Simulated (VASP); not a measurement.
A run of VASP 6.6.1 is set up as follows.

File INCAR:

```
SYSTEM = ZnSe
PREC = Accurate
ENCUT = 500
EDIFF = 1E-6
ISMEAR = 0
SIGMA = 0.02
LREAL = .False.
LASPH = .True.
NELM = 120
ALGO = Normal
ISIF = 2
LWAVE = .False.
LCHARG = .True.
GGA = PS
LELF = .True.
LVHAR = .True.
NBANDS = 16
GGA_COMPAT = .False.
```

The input KPOINTS:

```
Automatic mesh
0
Gamma
  8 8 8
  0 0 0
```

File POSCAR:

```
ZnSe
1.0
    0.0000000000      2.8168001084      2.8168001084
    2.8168001084      0.0000000000      2.8168001084
    2.8168001084      2.8168001084      0.0000000000
Zn Se
1 1
Direct
    0.0000000000      0.0000000000      0.0000000000
    0.2500000000      0.2500000000      0.2500000000
```

Potentials or basis: VASP PAW PBE potentials, release 64 (Zn, Se).

Command:

```bash
$ cat potpaw_PBE.64/Zn/POTCAR potpaw_PBE.64/Se/POTCAR > POTCAR
$ mpirun -np 1 vasp_std > vasp.out
```

(1) Estimate the pressure.

(2) Estimate the band gap on the k mesh.

Results:

(1) 0.3 GPa.

(2) 1.24 eV, direct.

Caveat: the PAW data sets were made with another functional, which shifts forces and pressure a little.
